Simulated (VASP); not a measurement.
# PC (P4/nmm) in VASP: a series of runs, part 2 of 2

VASP 6.6.1. The steps go on from the part before.

### 3 Relaxation of cell and atoms, PBE

This run uses another cell than the first one, of 15.84 Å³/atom.

Input file INCAR:

```
SYSTEM = PC
PREC = Accurate
ENCUT = 600
EDIFF = 1E-7
ISMEAR = 0
SIGMA = 0.2
LREAL = .False.
LASPH = .True.
NELM = 80
ALGO = Normal
ISIF = 3
LWAVE = .False.
LCHARG = .False.
GGA = PE
IBRION = 2
NSW = 36
EDIFFG = -0.08
```

Input file KPOINTS:

```
regular mesh
0
Gamma
  6 6 4
  0 0 0
```

Input file POSCAR:

```
PC
1.0
    3.2684859200      0.0000000000      0.0000000000
    0.0000000000      3.2684859200      0.0000000000
    0.0000000000      0.0000000000      5.9297797700
P C
2 2
Direct
    0.0000000000      0.5000000000      0.8515796700
    0.5000000000      0.0000000000      0.1484203300
    0.0000000000      0.5000000000      0.3714335900
    0.5000000000      0.0000000000      0.6285664100
```

Potentials or basis: VASP PAW PBE potentials, release 64 (P, C).

Run with:

```console
$ cat potpaw_PBE.64/P/POTCAR potpaw_PBE.64/C/POTCAR > POTCAR
$ mpirun -np 1 vasp_std > vasp.out
```

OUTCAR:

```text
SYSTEM = PC
   PREC = Accurate
   ENCUT = 600
   EDIFF = 1E-7
   ISMEAR = 0
   LREAL = .False.
   LASPH = .True.
   NELM = 80
   ISIF = 3
   GGA = PE
   IBRION = 2
   NSW = 36
   EDIFFG = -0.08

 ion  position               nearest neighbor table
   1  0.000  0.500  0.852-   2 2.91   2 2.91   2 2.91   2 2.91
   2  0.500  0.000  0.148-   1 2.91   1 2.91   1 2.91   1 2.91
   3  0.000  0.500  0.371-
   4  0.500  0.000  0.629-

  LATTYP: Found a simple tetragonal cell.
 ALAT       =     3.2684859200
 C/A-ratio  =     1.8142283354

  Lattice vectors:

 A1 = (   3.2684859200,   0.0000000000,   0.0000000000)
 A2 = (   0.0000000000,   3.2684859200,   0.0000000000)
 A3 = (   0.0000000000,   0.0000000000,   5.9297797700)

Analysis of symmetry for initial positions (statically):
=====================================================================
 Subroutine PRICEL returns:
 Original cell was already a primitive cell.

 Routine SETGRP: Setting up the symmetry group for a
 simple tetragonal supercell.

 Subroutine GETGRP returns: Found 16 space group operations
 (whereof  8 operations were pure point group operations)
 out of a pool of 16 trial point group operations.

The static configuration has the point symmetry D_2d.
 The point group associated with its full space group is D_4h.

Analysis of symmetry for dynamics (positions and initial velocities):
=====================================================================
 Subroutine PRICEL returns:
 Original cell was already a primitive cell.

 Routine SETGRP: Setting up the symmetry group for a
 simple tetragonal supercell.

 Subroutine GETGRP returns: Found 16 space group operations
 (whereof  8 operations were pure point group operations)
 out of a pool of 16 trial point group operations.

The dynamic configuration has the point symmetry D_2d.
 The point group associated with its full space group is D_4h.

 Subroutine INISYM returns: Found 16 space group operations
 (whereof  8 operations are pure point group operations),
 and found     1 'primitive' translations

----------------------------------------------------------------------------------------

[... 151 lines left out ...]
  Direction    XX          YY          ZZ          XY          YZ          ZX
  --------------------------------------------------------------------------------------
  -------------------------------------------------------------------------------------
  Total       -8.7104908     -8.7104908     -9.2549307      0.0000000      0.0000000     -0.0000000
  in kB     -220.3035061   -220.3035061   -234.0733405      0.0000000      0.0000000     -0.0000000
  external PRESSURE =    -224.8934509 kB  Pullay stress =       0.0000000 kB
[... 95 lines left out ...]
  FREE ENERGIE OF THE ION-ELECTRON SYSTEM (eV)
  ---------------------------------------------------
  free  energy   TOTEN  =       -20.0777043358 eV

  energy  without entropy=      -20.0452467901  energy(sigma->0) =      -20.06147556

 E-fermi :  10.0425     XC(G=0): -11.9377

 val. band max:       10.0114872344   @ k =   0.3333   0.0000   0.5000
 cond. band min:      10.2607126036   @ k =   0.3333   0.1667   0.5000
 fundamental gap:      0.2492253692
 Fermi energy:        10.0424657504

 k-point     1 :       0.0000    0.0000    0.0000
  band No.  band energies     occupation
      1      -9.3735      2.00000
      2      -4.4492      2.00000
      3       0.7055      2.00000
      4       4.8769      2.00000
      5       4.8769      2.00000
      6       5.3189      2.00000
      7       7.9261      2.00000
      8       7.9261      2.00000
      9      11.7719      0.00000
     10      11.9601      0.00000
     11      12.9985      0.00000
     12      13.7165      0.00000
     13      17.7071      0.00000
[... 356 lines left out ...]
      2      -5.0894      2.00000
      3      -1.5653      2.00000
      4      -1.5653      2.00000
      5       6.8607      2.00000
      6       6.8607      2.00000
      7       8.3754      2.00000
      8       8.3754      2.00000
      9      10.8342      0.00000
     10      10.8342      0.00000
     11      12.7795      0.00000
     12      12.7795      0.00000
     13      13.7150      0.00000

 [... further k-points ...]

[... ionic steps 4 to 22 ...]

--------------------------------------- Ionic step       23  -------------------------------------------

 number of electron      18.0000000 magnetization

------------------------ aborting loop because EDIFF is reached ----------------------------------------
[... 71 lines left out ...]
--------------------------------------- Ionic step       25  -------------------------------------------

 number of electron      18.0000000 magnetization

 Free energy of the ion-electron system (eV)
  ---------------------------------------------------
  ext. energy  EPLUGINS =         0.00000000
  ---------------------------------------------------
  free energy    TOTEN  =       -24.73234673 eV

  energy without entropy =      -24.72460032  energy(sigma->0) =      -24.72847352

 E-fermi :   8.8003     XC(G=0): -11.3991

 val. band max:        8.4098739992   @ k =   0.5000   0.1667   0.0000
 cond. band min:       8.8215790823   @ k =   0.3333   0.0000   0.5000
 fundamental gap:      0.4117050831
 Fermi energy:         8.8002639102

 k-point     1 :       0.0000    0.0000    0.0000
  band No.  band energies     occupation
      1     -10.3346      2.00000
      2      -5.3651      2.00000
      3       0.2866      2.00000
      4       3.6269      2.00000
      5       3.7529      2.00000
      6       3.7529      2.00000
      7       6.9900      2.00000
      8       6.9900      2.00000
      9      10.1187      0.00000
     10      11.3790      0.00000
     11      12.0106      0.00000
     12      12.1192      0.00000
     13      15.4211      0.00000
[... 399 lines left out ...]
  FREE ENERGIE OF THE ION-ELECTRON SYSTEM (eV)
  ---------------------------------------------------
  free  energy   TOTEN  =       -24.7323467271 eV

  energy  without entropy=      -24.7246003209  energy(sigma->0) =      -24.72847352

 reached required accuracy - stopping structural energy minimisation
```

Wall time 9.2 min (1 thread of AMD EPYC 7R13, shared host); peak memory 0.18 GiB.

Results:

| Item | Value |
| --- | --- |
| Free energy | -24.7323 eV |
| Relaxed volume | 10.64 Å³/atom |
| Relaxed cell | a = 2.871 Å, b = 2.871 Å, c = 5.163 Å, α = 90.00°, β = 90.00°, γ = 90.00° |
| Space group after relaxing (to 0.1 Å) | P4/nmm (No. 129) |
| Pressure after relaxing | 0.2 GPa |
| Largest force after relaxing | 0.047 eV/Å |
| Band gap on the k mesh | zero (bands 9 and 10 overlap by 4.89 eV) |

Forces in eV/Å, atoms in the order of the input:
```
P    0.000  0.000 -0.047
P    0.000  0.000  0.047
C    0.000  0.000  0.014
C    0.000  0.000 -0.014
```

Final structure:
```cif
data_structure
_symmetry_space_group_name_H-M 'P 1'
_symmetry_Int_Tables_number 1
_cell_length_a 2.8713
_cell_length_b 2.8713
_cell_length_c 5.1630
_cell_angle_alpha 90.000
_cell_angle_beta 90.000
_cell_angle_gamma 90.000
_cell_volume 42.57
loop_
_atom_site_label
_atom_site_type_symbol
_atom_site_fract_x
_atom_site_fract_y
_atom_site_fract_z
_atom_site_occupancy
P1 P 0.00000 0.50000 0.68957 1
P2 P 0.50000 0.00000 0.31043 1
C1 C 0.00000 0.50000 0.32465 1
C2 C 0.50000 0.00000 0.67535 1
```

Levels at points of the mesh, in eV from the Fermi level:
```tsv
k point	band 7	band 8	band 9	band 10	band 11	band 12
(0.00, 0.00, 0.00)	-1.81	-1.81	1.32	2.58	3.21	3.32
(0.50, 0.00, 0.00)	-1.63	-1.63	1.43	1.43	3.17	3.17
(0.50, 0.50, 0.00)	-6.44	-6.44	-2.79	-2.79	3.84	3.84
(0.00, 0.00, 0.50)	-2.00	-2.00	-0.92	0.83	3.40	3.68
(0.50, 0.00, 0.50)	-1.59	-1.59	0.97	0.97	3.02	3.02
(0.50, 0.50, 0.50)	-6.77	-6.77	-1.40	-1.40	5.28	5.28
```

Caveat: the volume moved by over 15 % at a fixed basis, so the end points are rough; this functional lacks dispersion, which binds the layers, so the pressure and a relaxed spacing across them are unreliable; the relaxation stopped at a loose force limit of 0.08 eV/Å, so its end isn't a converged minimum.
